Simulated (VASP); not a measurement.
# Ga32NO47 (a cell with a defect) in VASP: single point with PBE

Aim: the single point of Ga32NO47 (a cell with a defect) with PBE.

Everything below comes from runs of VASP 6.6.1. Logs are shortened: lines on timing, memory, paths and dates and some standing lists are left out, and cuts for length are marked.

### Step 1. The cell of the first run

The cell holds a defect, 80 atoms: a = 10.798 Å, b = 10.798 Å, c = 10.798 Å, α = 55.86°, β = 55.86°, γ = 55.86°.

### Step 2. Single point, PBE

File INCAR:

```
PREC = Accurate
ENCUT = 520
EDIFF = 1E-7
ISMEAR = -1
SIGMA = 0.01
LREAL = Auto
LASPH = T
NELM = 60
ALGO = Normal
ISIF = 2
LWAVE = F
LCHARG = F
GGA = PE
NELECT = 702.0
NBANDS = 398
```

File KPOINTS:

```
Automatic mesh
0
Gamma
  1 1 1
```

File POSCAR:

```
Ga32NO47
1.0
    5.0579508907      2.9202093421      9.0826160115
   -5.0579508907      2.9202093421      9.0826160115
    0.0000000000     -5.8404185829      9.0826160441
Ga O N
32 47 1
Direct
    0.4199091798      0.4386971626      0.4275862597
    0.3231660406      0.3206903962      0.3285471220
    0.0690405225      0.0730737817      0.0732338911
    0.1775786144      0.1793565522      0.1755389374
    0.4185480861      0.4329378379      0.9425932620
    0.3194940815      0.3139708729      0.8206891494
    0.0803902324      0.0674914072      0.5713349029
    0.1744824388      0.1778136462      0.6820662355
    0.4305719827      0.9302829349      0.4237961028
    0.3192762966      0.8256927096      0.3224865681
    0.0725814701      0.5721922096      0.0711310239
    0.1765459231      0.6788465868      0.1805564225
    0.4243730332      0.9221287988      0.9344883893
    0.3231578643      0.8206489001      0.8201580646
    0.0677993111      0.5733491121      0.5754765997
    0.1816930222      0.6760427066      0.6766906572
    0.9344895592      0.4269989684      0.4265109320
    0.8198457724      0.3297483174      0.3233981726
    0.5723475282      0.0758127758      0.0712819600
    0.6783643128      0.1750653838      0.1858666719
    0.9246522344      0.4262044278      0.9299852935
    0.8202252444      0.3218253608      0.8223219957
    0.5618008740      0.0733095485      0.5845028586
    0.7093866284      0.1487814581      0.6792711567
    0.9267074526      0.9310988013      0.4281278267
    0.8243048695      0.8200925931      0.3230995748
    0.5728612049      0.5711364288      0.0736736654
    0.6760888798      0.6828977169      0.1748605952
    0.9304422118      0.9268179104      0.9296965003
    0.8272009469      0.8111843406      0.8276170607
    0.5803992403      0.5785975265      0.5573834697
    0.6776160519      0.6770854441      0.6786321697
    0.3805550592      0.2285663391      0.0139534720
    0.2277428217      0.0284827112      0.3705994783
    0.0307168321      0.3753437733      0.2207799880
    0.1273913281      0.2761295748      0.4748452609
    0.4754099145      0.1282327147      0.2745054644
    0.2737930240      0.4724680050      0.1331202048
    0.3711071541      0.2233628047      0.5314989383
    0.2195658024      0.0244779684      0.8780365364
    0.0219247560      0.3755430716      0.7251198350
    0.1224471348      0.2755135642      0.9743018445
    0.4711602097      0.1147935188      0.7850378762
    0.2673108159      0.4754071016      0.6296850983
    0.3747759366      0.7204951036      0.0276725300
    0.2222784657      0.5287450859      0.3775675310
    0.0235391790      0.8768361145      0.2257781582
    0.1229349130      0.7789032280      0.4745538975
    0.4703502290      0.6327782200      0.2731998767
    0.2731379183      0.9751538086      0.1267581150
    0.3783506109      0.7220739825      0.5238984334
    0.2348332905      0.5203160407      0.8706456870
    0.0302166368      0.8722084602      0.7232050065
    0.1276666012      0.7730369832      0.9730222920
    0.4742522727      0.6176841994      0.7728573351
    0.2790450005      0.9715281054      0.6231674215
    0.8709370657      0.2235401401      0.0286967802
    0.7181758604      0.0354920450      0.3846359678
    0.5277008605      0.3740221247      0.2262747318
    0.9688762242      0.1295578415      0.2788931741
    0.7756064120      0.4739726631      0.1250738145
    0.8867148730      0.2181534763      0.5252094181
    0.7273448449      0.0213624587      0.8805579472
    0.5553011719      0.3627141577      0.6299999760
    0.6215935535      0.2801928965      0.9631201931
    0.9733447588      0.1237697369      0.7785619610
    0.7740260120      0.4707354080      0.6235539980
    0.8778331254      0.7227723844      0.0253621384
    0.7349366294      0.5378519793      0.3624978707
    0.5281295891      0.8794039718      0.2205145941
    0.6255322819      0.7800644805      0.4725645595
    0.9767114652      0.6255995112      0.2766341878
    0.7776405238      0.9751381450      0.1275773669
    0.8727414888      0.7237453639      0.5279844841
    0.7197765731      0.5259978978      0.8758165481
    0.5237267594      0.8709005249      0.7264212248
    0.6257261347      0.7755570091      0.9737709998
    0.9731082620      0.6207810161      0.7802318292
    0.7785224259      0.9665612994      0.6311356497
    0.6067472578      0.3086771405      0.4919556343
```

Potentials or basis: VASP PAW PBE potentials, release 64 (Ga_d, O, N).

Started as:

```sh
$ cat potpaw_PBE.64/Ga_d/POTCAR potpaw_PBE.64/O/POTCAR potpaw_PBE.64/N/POTCAR > POTCAR
$ mpirun -np 1 vasp_gam > vasp.out
```

OUTCAR:

```text
PREC = Accurate
   ENCUT = 520
   EDIFF = 1E-7
   ISMEAR = -1
   LREAL = Auto
   LASPH = T
   NELM = 60
   ISIF = 2
   GGA = PE
   NELECT = 702.0

 ion  position               nearest neighbor table
   1  0.420  0.439  0.428-  49 1.95  80 1.96  44 1.96  46 2.04  59 2.13  39 2.17   2 2.85
   2  0.323  0.321  0.329-  36 1.93  37 1.95  38 1.96  39 2.06  59 2.10  46 2.11   1 2.85
   3  0.069  0.073  0.073-  47 1.95  40 1.95  57 1.96  42 2.09  50 2.11  60 2.13   4 2.88
   4  0.178  0.179  0.176-  35 1.94  34 1.96  33 2.03  50 2.08  42 2.09  60 2.12   3 2.88
   5  0.419  0.433  0.943-  38 1.87  65 1.91  55 1.93  52 2.06  33 2.09  11 2.89
   6  0.319  0.314  0.821-  42 1.93  43 1.93  44 1.94  33 2.08  52 2.14  64 2.32
   7  0.080  0.067  0.571-  62 1.93  34 1.95  53 1.96  56 2.05  36 2.12  66 2.13   8 2.86
   8  0.174  0.178  0.682-  40 1.94  39 1.95  41 1.95  66 2.08  36 2.10  56 2.15   7 2.86
   9  0.431  0.930  0.424-  71 1.95  56 1.95  37 1.95  70 2.08  34 2.09  51 2.13  10 2.88
  10  0.319  0.826  0.322-  49 1.93  50 1.94  48 1.95  34 2.08  51 2.10  70 2.14   9 2.88
  11  0.073  0.572  0.071-  68 1.93  35 1.93  52 2.02  54 2.08  72 2.13  38 2.13   5 2.89  12 2.91
[... 71 lines left out ...]
  79  0.779  0.967  0.631-  24 1.94  25 1.96  30 1.96  23 2.17
  80  0.607  0.309  0.492-  64 1.60   1 1.96  18 2.02  24 2.18

  LATTYP: Found a trigonal (rhomboedric) cell.
 ALAT       =    10.7983518847
 COS(alpha) =     0.5612023824

  Lattice vectors:

 A1 = (   5.0579508907,   2.9202093421,   9.0826160115)
 A2 = (  -5.0579508907,   2.9202093421,   9.0826160115)
 A3 = (   0.0000000000,  -5.8404185829,   9.0826160441)

Analysis of symmetry for initial positions (statically):
=====================================================================
 Subroutine PRICEL returns:
 Original cell was already a primitive cell.

 Routine SETGRP: Setting up the symmetry group for a
 trigonal (rhombohedral) supercell.

 Subroutine GETGRP returns: Found  1 space group operations
 (whereof  1 operations were pure point group operations)
 out of a pool of 12 trial point group operations.

The static configuration has the point symmetry C_1 .

Analysis of symmetry for dynamics (positions and initial velocities):
=====================================================================
 Subroutine PRICEL returns:
 Original cell was already a primitive cell.

 Routine SETGRP: Setting up the symmetry group for a
 trigonal (rhombohedral) supercell.

 Subroutine GETGRP returns: Found  1 space group operations
 (whereof  1 operations were pure point group operations)
 out of a pool of 12 trial point group operations.

The dynamic configuration has the point symmetry C_1 .

 Subroutine INISYM returns: Found  1 space group operations
 (whereof  1 operations are pure point group operations),
 and found     1 'primitive' translations

----------------------------------------------------------------------------------------

                                     Primitive cell

  volume of cell :     804.9164

  direct lattice vectors                    reciprocal lattice vectors
     5.057950891  2.920209342  9.082616012     0.098854261  0.057073535  0.036700146
    -5.057950891  2.920209342  9.082616012    -0.098854261  0.057073535  0.036700146
     0.000000000 -5.840418583  9.082616044     0.000000000 -0.114147069  0.036700146

  length of vectors
    10.798351885 10.798351885 10.798351885     0.119901852  0.119901852  0.119901852

  position of ions in fractional coordinates (direct lattice)
     0.419909180  0.438697163  0.427586260
     0.323166041  0.320690396  0.328547122
     0.069040523  0.073073782  0.073233891
     0.177578614  0.179356552  0.175538937
     0.418548086  0.432937838  0.942593262
     0.319494081  0.313970873  0.820689149
[... 72 lines left out ...]
     0.778522426  0.966561299  0.631135650
     0.606747258  0.308677141  0.491955634

  ion indices of the primitive-cell ions
   primitive index   ion index
                 1           1
                 2           2
                 3           3
                 4           4
                 5           5
                 6           6
[... 72 lines left out ...]
                79          79
                80          80

----------------------------------------------------------------------------------------

 KPOINTS: Automatic mesh

Automatic generation of k-mesh.
 Grid dimensions read from file:
 generate k-points for:    1    1    1

 Generating k-lattice:

  Cartesian coordinates                     Fractional coordinates (reciprocal lattice)
     0.098854261  0.057073535  0.036700146     1.000000000  0.000000000 -0.000000000
    -0.098854261  0.057073535  0.036700146     0.000000000  1.000000000 -0.000000000
     0.000000000 -0.114147069  0.036700146     0.000000000  0.000000000  1.000000000

  Length of vectors
     0.119901852  0.119901852  0.119901852

  Shift w.r.t. Gamma in fractional coordinates (k-lattice)
     0.000000000  0.000000000  0.000000000

 Subroutine IBZKPT returns following result:
 ===========================================

 Found      1 irreducible k-points:

 Following reciprocal coordinates:
            Coordinates               Weight
  0.000000  0.000000  0.000000      1.000000
   k-points           NKPTS =      1   k-points in BZ     NKDIM =      1   number of bands    NBANDS=    398
   number of dos      NEDOS =    301   number of ions     NIONS =     80
   total plane-waves  NPLWV = 512000
   dimension x,y,z NGX =    80 NGY =   80 NGZ =   80
   dimension x,y,z NGXF=   160 NGYF=  160 NGZF=  160
   ions per type =              32  47   1
   NGX,Y,Z   is equivalent  to a cutoff of  12.32, 12.32, 12.32 a.u.
   NGXF,Y,Z  is equivalent  to a cutoff of  24.63, 24.63, 24.63 a.u.
 SYSTEM =  unknown system
   PREC   = accura    normal or accurate (medium, high low for compatibility)
   ISTART =      0    job   : 0-new  1-cont  2-samecut
   ICHARG =      2    charge: 1-file 2-atom 10-const
   ISPIN  =      1    spin polarized calculation?
   LNONCOLLINEAR =      F non collinear calculations
   LSORBIT =      F    spin-orbit coupling
   LASPH  =      T    aspherical Exc in radial PAW
   ENCUT  =  520.0 eV  38.22 Ry    6.18 a.u.  20.08 20.08 20.08*2*pi/ulx,y,z
   NELM   =     60;   NELMIN=  2; NELMDL= -5     # of ELM steps
   EDIFF  = 0.1E-06   stopping-criterion for ELM
   LREAL  =      T    real-space projection
   EDIFFG = 0.1E-05   stopping-criterion for IOM
   NSW    =      0    number of steps for IOM
   IBRION =     -1    ionic relax: 0-MD 1-quasi-New 2-CG
   NFREE  =      0    steps in history (QN), initial steepest desc. (CG)
   ISIF   =      2    stress and relaxation
   ISYM   =      2    0-nonsym 1-usesym 2-fastsym
   POTIM  = 0.5000    time-step for ionic-motion
   TEBEG  =    0.0;   TEEND  =   0.0 temperature during run
   PSTRESS=    0.0 pullay stress
   NELECT =     702.0000    total number of electrons
   NUPDOWN=      -1.0000    fix difference up-down
   EMIN   =  10.00;   EMAX   =-10.00  energy-range for DOS
   EFERMI =   0.00;   METHOD = LEGACY
   ISMEAR =    -1;   SIGMA  =   0.01  broadening in eV -4-tet -1-fermi 0-gaus
   EFERMI_NEDOS =   21; number of points for ismear=-14 and -15
   IALGO  =     38    algorithm
   IMIX   =      4    mixing-type and parameters
     AMIX     =   0.40;   BMIX     =  1.00
     AMIX_MAG =   1.60;   BMIX_MAG =  1.00
  volume/ion in A,a.u.               =      10.06        67.90
  Fermi-wavevector in a.u.,A,eV,Ry     =   1.564121  2.955760 33.286295  2.446474
  Thomas-Fermi vector in A             =   2.666791
   LORBIT       =      0    0 simple, 1 ext, 2 COOP (PROOUT), +10 PAW based schemes
   GGA     = PE    functional components
[... 5 lines left out ...]
 non-spin polarized calculation
  energy-cutoff  :      520.00
  volume of cell :      804.92
 maximum number of plane-waves:     10826
   NGX = 41   NGY = 41   NGZ = 41

 number of electron     702.0000031 magnetization

 Free energy of the ion-electron system (eV)
  ---------------------------------------------------
  ext. energy  EPLUGINS =         0.00000000
  ---------------------------------------------------
  free energy    TOTEN  =      -477.59364823 eV

  energy without entropy =     -477.59364823  energy(sigma->0) =     -477.59364823

 E-fermi :   4.9752     XC(G=0): -11.9411

 val. band max:        4.7269070658   @ k =   0.0000   0.0000   0.0000
 cond. band min:       6.5407210748   @ k =   0.0000   0.0000   0.0000
 fundamental gap:      1.8138140090
 Fermi energy:         4.9752115030

 k-point     1 :       0.0000    0.0000    0.0000
  band No.  band energies     occupation
      1     -14.9682      2.00000
      2     -14.4550      2.00000
      3     -13.8252      2.00000
      4     -13.7862      2.00000
      5     -13.7499      2.00000
      6     -13.7085      2.00000
[... 355 lines left out ...]
    362      10.1859      0.00000
    363      10.2476      0.00000
 [bands above 363 left out]

------------------------ aborting loop because EDIFF is reached ----------------------------------------

  FORCE on cell =-STRESS in cart. coord.  units (eV):
  Direction    XX          YY          ZZ          XY          YZ          ZX
  --------------------------------------------------------------------------------------
  -------------------------------------------------------------------------------------
  Total       -0.2098876      0.4763055     -8.9230032     -1.5210283      2.4549371      2.7809412
  in kB       -0.4177789      0.9480809    -17.7611399     -3.0275901      4.8865254      5.5354330
  external PRESSURE =      -5.7436126 kB  Pullay stress =       0.0000000 kB

 VOLUME and BASIS-vectors are now :
 -----------------------------------------------------------------------------
  energy-cutoff  :      520.00
  volume of cell :      804.92
      direct lattice vectors                 reciprocal lattice vectors
     5.057950891  2.920209342  9.082616012     0.098854261  0.057073535  0.036700146
    -5.057950891  2.920209342  9.082616012    -0.098854261  0.057073535  0.036700146
     0.000000000 -5.840418583  9.082616044     0.000000000 -0.114147069  0.036700146

 POSITION                                       TOTAL-FORCE (eV/Angst)
 -----------------------------------------------------------------------------------
     -0.09503      0.01003     11.68199         0.042809     -0.001074      0.029522
      0.01252     -0.03866      8.83197        -0.003188      0.004677     -0.017219
     -0.02040     -0.01271      1.95592        -0.001792     -0.001737     -0.006382
     -0.00899      0.01710      4.83626         0.000016      0.002618      0.011768
     -0.07278     -3.01862     16.29493         0.002698      0.009050      0.000231
      0.02794     -2.94332     13.20752         0.005692      0.021719      0.004508
[... 72 lines left out ...]
     -0.95109      1.40991     21.58229         0.009299      0.003454     -0.023446
      1.50762     -0.20000     12.78269         0.005108      0.042918     -0.060941
 -----------------------------------------------------------------------------------
    total drift:                               -0.024991     -0.005242      0.017365

  FREE ENERGIE OF THE ION-ELECTRON SYSTEM (eV)
  ---------------------------------------------------
  free  energy   TOTEN  =      -477.5936482310 eV

  energy  without entropy=     -477.5936482310  energy(sigma->0) =     -477.59364823
```

It took 31 min on 1 thread of Intel Xeon 8259CL, shared host; peak memory 1 GiB.

What came out:

```
Free energy   : -477.5936 eV
Largest force : 0.083 eV/Å
```

Forces in eV/Å, atoms in the order of the input:
```
Ga   0.043 -0.001  0.030
Ga  -0.003  0.005 -0.017
Ga  -0.002 -0.002 -0.006
Ga   0.000  0.003  0.012
Ga   0.003  0.009  0.000
Ga   0.006  0.022  0.005
Ga  -0.005  0.000 -0.014
Ga   0.003 -0.001  0.011
Ga   0.004 -0.002  0.012
Ga   0.002  0.002 -0.011
Ga   0.001 -0.002 -0.010
Ga  -0.002 -0.001  0.012
Ga   0.003 -0.001  0.011
Ga   0.000  0.000 -0.012
Ga  -0.004  0.001 -0.012
Ga  -0.005 -0.002  0.006
Ga   0.001  0.005  0.004
Ga  -0.009 -0.029 -0.022
Ga   0.003 -0.005 -0.012
Ga  -0.005  0.012  0.000
Ga   0.001  0.000  0.016
Ga   0.001 -0.002 -0.011
Ga   0.003  0.016  0.010
Ga   0.005 -0.021  0.005
Ga   0.001 -0.006  0.012
Ga  -0.010 -0.003 -0.004
Ga   0.001 -0.003 -0.009
Ga   0.007 -0.008  0.013
Ga   0.003 -0.002  0.011
Ga  -0.001  0.004 -0.011
Ga   0.002 -0.030 -0.022
Ga   0.001  0.000  0.005
O    0.002  0.000 -0.003
O   -0.004  0.000  0.000
O    0.004  0.000  0.000
O    0.001 -0.001  0.000
O   -0.004 -0.001 -0.002
O    0.001 -0.007  0.003
O   -0.002  0.002  0.008
O    0.000  0.000  0.000
O    0.001  0.004  0.000
O   -0.004  0.000  0.000
O    0.006  0.010  0.028
O    0.006  0.000  0.001
O    0.004 -0.002 -0.004
O   -0.002  0.002 -0.002
O    0.004  0.004 -0.001
O    0.001  0.001 -0.001
O    0.000  0.000 -0.001
O    0.005  0.005 -0.003
O   -0.003 -0.002  0.003
O    0.003  0.002 -0.001
O   -0.004 -0.001  0.003
O    0.001  0.001  0.004
O    0.001  0.003 -0.006
O    0.002 -0.004  0.006
O   -0.003  0.001 -0.005
O    0.006  0.000 -0.004
O   -0.002  0.002  0.001
O   -0.002  0.000 -0.004
O    0.001 -0.002  0.003
O   -0.008  0.007 -0.001
O   -0.005 -0.008  0.001
O   -0.066 -0.027  0.041
O    0.009 -0.003  0.009
O   -0.001 -0.001 -0.003
O    0.001 -0.008  0.002
O    0.000 -0.001  0.005
O    0.002  0.006  0.004
O   -0.001 -0.003 -0.005
O   -0.006  0.003  0.008
O   -0.001 -0.001 -0.001
O   -0.006  0.006 -0.001
O    0.003  0.005  0.004
O   -0.002 -0.003 -0.003
O    0.002  0.002  0.003
O   -0.008  0.003 -0.004
O    0.007  0.002  0.005
O    0.009  0.003 -0.023
N    0.005  0.043 -0.061
```

Levels at points of the mesh, in eV from the Fermi level:
```
           k point  band 347  band 348  band 349  band 350  band 351  band 352  band 353  band 354  band 355  band 356
(0.00, 0.00, 0.00)     -0.97     -0.94     -0.94     -0.58     -0.25      1.57      3.08      4.55      4.73      4.78
```

Caveat: the k points lie up to 0.75 Å⁻¹ apart; the cell carries a net charge on a neutralising background, which shifts energy and pressure; the cell is charged against a uniform background, so pressure and absolute levels hang on convention.
